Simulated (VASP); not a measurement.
# TePb (Fm-3m) in VASP: G0W0 quasiparticle levels with PBE

Aim: the G0W0 quasiparticle levels of TePb with PBE.

Program: VASP 6.6.1. These are calculated values, not measurements. Logs are shortened: lines on timing, memory, paths and dates and some standing lists are left out, and cuts for length are marked.

### 1 The cell of the first run

The structure is cubic, space group Fm-3m (No. 225). Conventional cell: a = 6.536 Å, b = 6.536 Å, c = 6.536 Å, α = 90.00°, β = 90.00°, γ = 90.00°. Te (site symmetry m-3m) has 6 Pb at 3.27 Å within 4.3 Å. Pb (site symmetry m-3m) has 6 Te at 3.27 Å within 4.3 Å.

### 2 G0W0 quasiparticle levels, PBE

The input, POSCAR:

```
TePb
1.0
    0.0000000000      3.2678555508      3.2678555508
    3.2678555508      0.0000000000      3.2678555508
    3.2678555508      3.2678555508      0.0000000000
Te Pb
1 1
Direct
    0.5000000000      0.5000000000      0.5000000000
    0.0000000000      0.0000000000      0.0000000000
```

The input, INCAR.step1:

```
SYSTEM = TePb
PREC     = Accurate       ! precision mode
ENCUT    = 500            ! plane-wave cutoff, eV
EDIFF    = 1E-8           ! SCF threshold, eV
ISMEAR   = 0              ! smearing method
SIGMA    = 0.01           ! smearing width, eV
LREAL    = .False.        ! projectors in reciprocal space
LASPH    = .True.         ! aspherical terms in the spheres
NELM     = 100            ! most SCF steps
ALGO     = Normal         ! electronic algorithm
LWAVE    = .True.         ! write WAVECAR
LCHARG   = .False.        ! write CHGCAR
GGA      = PE             ! functional
```

The input, INCAR.step2:

```
SYSTEM = TePb
PREC     = Accurate       ! precision mode
ENCUT    = 500            ! plane-wave cutoff, eV
EDIFF    = 1E-8           ! SCF threshold, eV
ISMEAR   = 0              ! smearing method
SIGMA    = 0.01           ! smearing width, eV
LREAL    = .False.        ! projectors in reciprocal space
LASPH    = .True.         ! aspherical terms in the spheres
NELM     = 1              ! most SCF steps
ALGO     = Exact          ! electronic algorithm
LWAVE    = .True.         ! write WAVECAR
LCHARG   = .False.        ! write CHGCAR
GGA      = PE             ! functional
NBANDS   = 71             ! bands
LOPTICS  = .True.         ! frequency-dependent dielectric function
ISTART   = 1
```

The input, INCAR.step3:

```
SYSTEM = TePb
PREC     = Accurate       ! precision mode
ENCUT    = 500            ! plane-wave cutoff, eV
EDIFF    = 1E-8           ! SCF threshold, eV
ISMEAR   = 0              ! smearing method
SIGMA    = 0.01           ! smearing width, eV
LREAL    = .False.        ! projectors in reciprocal space
LASPH    = .True.         ! aspherical terms in the spheres
ALGO     = EVGW0          ! electronic algorithm
LWAVE    = .False.        ! write WAVECAR
LCHARG   = .False.        ! write CHGCAR
GGA      = PE             ! functional
NELMGW   = 1            
NBANDS   = 71             ! bands
ENCUTGW  = 80.0           ! cutoff of the response function
NOMEGA   = 96             ! frequency points
PRECFOCK = Fast         
ISTART   = 1            
NBANDSGW = 19           
OMEGAMAX = 30
```

The input, KPOINTS:

```
regular mesh
0
Gamma
  2 2 2
  0 0 0
```

Potentials or basis: VASP PAW PBE potentials, release 64 (Te_GW, Pb_d_GW).

On the command line:

```console
$ cat potpaw_PBE.64/Te_GW/POTCAR potpaw_PBE.64/Pb_d_GW/POTCAR > POTCAR
$ cp INCAR.step1 INCAR
$ mpirun -np 1 vasp_std > vasp.out
$ cp INCAR.step2 INCAR
$ mpirun -np 1 vasp_std > vasp.out
$ cp INCAR.step3 INCAR
$ mpirun -np 1 vasp_std > vasp.out
```

OUTCAR:

```text
SYSTEM = TePb
   PREC = Accurate
   ENCUT = 500
   EDIFF = 1E-8
   ISMEAR = 0
   LREAL = .False.
   LASPH = .True.
   GGA = PE
   NELMGW = 1
   ENCUTGW = 80.0
   PRECFOCK = Fast
   ISTART = 1

 ion  position               nearest neighbor table
   1  0.500  0.500  0.500-   2 3.27   2 3.27   2 3.27   2 3.27   2 3.27   2 3.27
   2  0.000  0.000  0.000-   1 3.27   1 3.27   1 3.27   1 3.27   1 3.27   1 3.27

  LATTYP: Found a face centered cubic cell.
 ALAT       =     6.5357111016

  Lattice vectors:

 A1 = (   0.0000000000,   3.2678555508,   3.2678555508)
 A2 = (   3.2678555508,   0.0000000000,   3.2678555508)
 A3 = (   3.2678555508,   3.2678555508,   0.0000000000)

Analysis of symmetry for initial positions (statically):
=====================================================================
 Subroutine PRICEL returns:
 Original cell was already a primitive cell.

 Routine SETGRP: Setting up the symmetry group for a
 face centered cubic supercell.

 Subroutine GETGRP returns: Found 48 space group operations
 (whereof 48 operations were pure point group operations)
 out of a pool of 48 trial point group operations.

The static configuration has the point symmetry O_h .

Analysis of symmetry for dynamics (positions and initial velocities):
=====================================================================
 Subroutine PRICEL returns:
 Original cell was already a primitive cell.

 Routine SETGRP: Setting up the symmetry group for a
 face centered cubic supercell.

 Subroutine GETGRP returns: Found 48 space group operations
 (whereof 48 operations were pure point group operations)
 out of a pool of 48 trial point group operations.

The dynamic configuration has the point symmetry O_h .

 Subroutine INISYM returns: Found 48 space group operations
 (whereof 48 operations are pure point group operations),
 and found     1 'primitive' translations

----------------------------------------------------------------------------------------

                                     Primitive cell

  volume of cell :      69.7941

  direct lattice vectors                    reciprocal lattice vectors
     0.000000000  3.267855551  3.267855551    -0.153005539  0.153005539  0.153005539
     3.267855551  0.000000000  3.267855551     0.153005539 -0.153005539  0.153005539
[... 37 lines left out ...]

 Found      3 irreducible k-points:

 Following reciprocal coordinates:
            Coordinates               Weight
  0.000000  0.000000  0.000000      1.000000
  0.500000  0.000000  0.000000      4.000000
  0.500000  0.500000  0.000000      3.000000
   k-points           NKPTS =      3   k-points in BZ     NKDIM =      8   number of bands    NBANDS=     71
   number of dos      NEDOS =    301   number of ions     NIONS =      2
   total plane-waves  NPLWV =  46656
   dimension x,y,z NGX =    36 NGY =   36 NGZ =   36
   dimension x,y,z NGXF=    72 NGYF=   72 NGZF=   72
   ions per type =               1   1
   NGX,Y,Z   is equivalent  to a cutoff of  12.95, 12.95, 12.95 a.u.
   NGXF,Y,Z  is equivalent  to a cutoff of  25.90, 25.90, 25.90 a.u.
 SYSTEM =  TePb
   PREC   = accura    normal or accurate (medium, high low for compatibility)
   ISTART =      1    job   : 0-new  1-cont  2-samecut
   ICHARG =      0    charge: 1-file 2-atom 10-const
   ISPIN  =      1    spin polarized calculation?
   LNONCOLLINEAR =      F non collinear calculations
   LSORBIT =      F    spin-orbit coupling
   LASPH  =      T    aspherical Exc in radial PAW
   ENCUT  =  500.0 eV  36.75 Ry    6.06 a.u.   8.43  8.43  8.43*2*pi/ulx,y,z
   NELM   =     60;   NELMIN=  2; NELMDL=  0     # of ELM steps
   EDIFF  = 0.1E-07   stopping-criterion for ELM
   LREAL  =      F    real-space projection
   EDIFFG = 0.1E-06   stopping-criterion for IOM
   NSW    =      0    number of steps for IOM
   IBRION =     -1    ionic relax: 0-MD 1-quasi-New 2-CG
   NFREE  =      0    steps in history (QN), initial steepest desc. (CG)
   ISIF   =      0    stress and relaxation
   ISYM   =      3    0-nonsym 1-usesym 2-fastsym
   POTIM  = 0.5000    time-step for ionic-motion
   TEBEG  =    0.0;   TEEND  =   0.0 temperature during run
   PSTRESS=    0.0 pullay stress
   NELECT =      22.0000    total number of electrons
   NUPDOWN=      -1.0000    fix difference up-down
   EMIN   =  10.00;   EMAX   =-10.00  energy-range for DOS
   EFERMI =   0.00;   METHOD = LEGACY
   ISMEAR =     0;   SIGMA  =   0.01  broadening in eV -4-tet -1-fermi 0-gaus
   EFERMI_NEDOS =   21; number of points for ismear=-14 and -15
   IALGO  =     38    algorithm
   IMIX   =      4    mixing-type and parameters
     AMIX     =   0.40;   BMIX     =  1.00
     AMIX_MAG =   1.60;   BMIX_MAG =  1.00
  volume/ion in A,a.u.               =      34.90       235.50
  Fermi-wavevector in a.u.,A,eV,Ry     =   1.114148  2.105434 16.889262  1.241326
  Thomas-Fermi vector in A             =   2.250740
   LORBIT       =      0    0 simple, 1 ext, 2 COOP (PROOUT), +10 PAW based schemes
   GGA     = PE    functional components
   LHFCALC =     T    Hartree Fock is set to
   PRECFOCK=fast      Normal, Fast or Accurate (Low or Medium for compatibility)
   ENCUT4O =  -1.0   cutoff for four orbital integrals eV
   NKREDX  =     1    reduce k-point grid by
   NKREDY  =     1    reduce k-point grid by
   NKREDZ  =     1    reduce k-point grid by
   AEXX    =    1.0000 exact exchange contribution
   HFSCREEN=    0.0000 screening length (either q_TF or 0.3 A-1)
   HFSCREENC=   0.0000 screening length for correlation (either q_TF or 0.3 A-1)
   ENCUTFOCK=  -1.0 apply spherical cutoff to Coloumb kernel
   IVDW    =     0    specifies the selected vdW correction
   LEPSILON=     F    determine dielectric tensor
   LRPA    =     F    only Hartree local field effects (RPA)
   LRPAFORCE           =     F    calculate RPA forces
   ENCUTGW             =  80.0    cutoff for response function in eV
   ENCUTGWSOFT         =  64.0    soft cutoff for Coulomb kernel in GW response function in eV
   ENCUTLF             =  -1.0    cutoff for local field effects
   NELMGW              =     1    number of iterations in solving QP/BSE equation
   NELMHF              =     1    number of iterations in the inner HF iteration
   NKREDLFX            =     1    NKREDLFY  =   1   NKREDLFZ  =   1
 non-spin polarized calculation
 Gauss-broadening in eV      SIGMA  =   0.01
  energy-cutoff  :      500.00
  volume of cell :       69.79
 maximum number of plane-waves:      1807
 NGX is ok and might be reduce to    36
  NGX = 18; NGY = 18; NGZ = 18
   NGX = 17   NGY = 17   NGZ = 17
 maximum number of plane-waves:       116
 NGX is ok and might be reduce to    14

 QP shifts <psi_nk| G(iteration)W_0 |psi_nk>: iteration 1
 for sc-GW calculations column KS-energies equals QP-energies in previous step
 and V_xc(KS)=  KS-energies - (<T + V_ion + V_H > + <T+V_H+V_ion>^1  + <V_x>^1)

 k-point   1 :       0.0000    0.0000    0.0000
  band No.  KS-energies  QP-energies   sigma(KS)   V_xc(KS)     V^pw_x(r,r')   Z            occupation Imag(sigma)

      1    -135.9588    -159.9841     -28.4462       5.4444     -36.1981       0.7089       2.0000       0.1742
      2     -13.2741     -20.2974     -19.6411      -9.8446     -25.2890       0.7169       2.0000       0.7423
      3     -13.2741     -20.2974     -19.6411      -9.8446     -25.2890       0.7169       2.0000       0.7423
      4     -13.2741     -20.2974     -19.6411      -9.8446     -25.2890       0.7169       2.0000       0.7423
      5     -13.2703     -20.3407     -19.6499      -9.8762     -25.3712       0.7234       2.0000       0.7205
      6     -13.2703     -20.3407     -19.6499      -9.8762     -25.3712       0.7234       2.0000       0.7205
[... 44 lines left out ...]
      5     -13.2523     -20.3068     -19.6617      -9.8525     -25.3193       0.7192       2.0000       0.7808
      6     -13.2523     -20.3068     -19.6617      -9.8525     -25.3193       0.7192       2.0000       0.7808
[... 11 lines left out ...]
     18      14.6364      14.5340      -8.1096      -7.9729      -2.8831       0.7487       0.0000      -0.3174
     19      15.3081      15.3659      -7.7040      -7.7779      -2.2041       0.7823       0.0000      -0.3212
```

OUTCAR.step1:

```text
SYSTEM = TePb
   PREC = Accurate
   ENCUT = 500
   EDIFF = 1E-8
   ISMEAR = 0
   LREAL = .False.
   LASPH = .True.
[... 251 lines left out ...]
      3.26786      3.26786      3.26786         0.000000      0.000000      0.000000
      0.00000      0.00000      0.00000         0.000000      0.000000     -0.000000
 -----------------------------------------------------------------------------------
    total drift:                               -0.000000      0.000000      0.000000

  FREE ENERGIE OF THE ION-ELECTRON SYSTEM (eV)
  ---------------------------------------------------
  free  energy   TOTEN  =        -5.9468374551 eV

  energy  without entropy=       -5.9468374551  energy(sigma->0) =       -5.94683746
```

OUTCAR.step2:

```text
SYSTEM = TePb
   PREC = Accurate
   ENCUT = 500
   EDIFF = 1E-8
[... 611 lines left out ...]
  --------------------------------------------------------------------------------------------------------------
     0.00000   317.31431   317.31431   317.31431    -0.00000    -0.00000     0.00000
     2.21838  -170.79999  -170.79999  -170.79999     0.00000     0.00000    -0.00000
     4.43677   -22.95174   -22.95174   -22.95174     0.00000     0.00000    -0.00000
     6.65515    -5.87950    -5.87950    -5.87950     0.00000     0.00000    -0.00000
     8.87354    -2.25810    -2.25810    -2.25810     0.00000     0.00000    -0.00000
    11.09192    -4.54647    -4.54647    -4.54647     0.00000     0.00000    -0.00000
[... 92 lines left out ...]
   217.40164     0.98187     0.98187     0.98187     0.00000     0.00000    -0.00000
   219.62003     0.98224     0.98224     0.98224     0.00000     0.00000    -0.00000
```

Run time: 98 s. Hardware: 1 thread of Intel Xeon 6975P-C (Granite Rapids), shared host; peak memory 0.59 GiB.

Results:

```
Quasiparticle gap                                   : 1.00 eV
Least direct quasiparticle gap                      : 1.00 eV
Band gap of the starting levels on the mesh         : 0.65 eV
Least direct gap of the starting levels on the mesh : 0.65 eV
```

Caveat: the k points lie up to 0.83 Å⁻¹ apart; bands, screening cutoff and mesh are small and nothing is extrapolated, so the quasiparticle values aren't converged; spin-orbit coupling is left out, which moves the levels of the heavy elements.
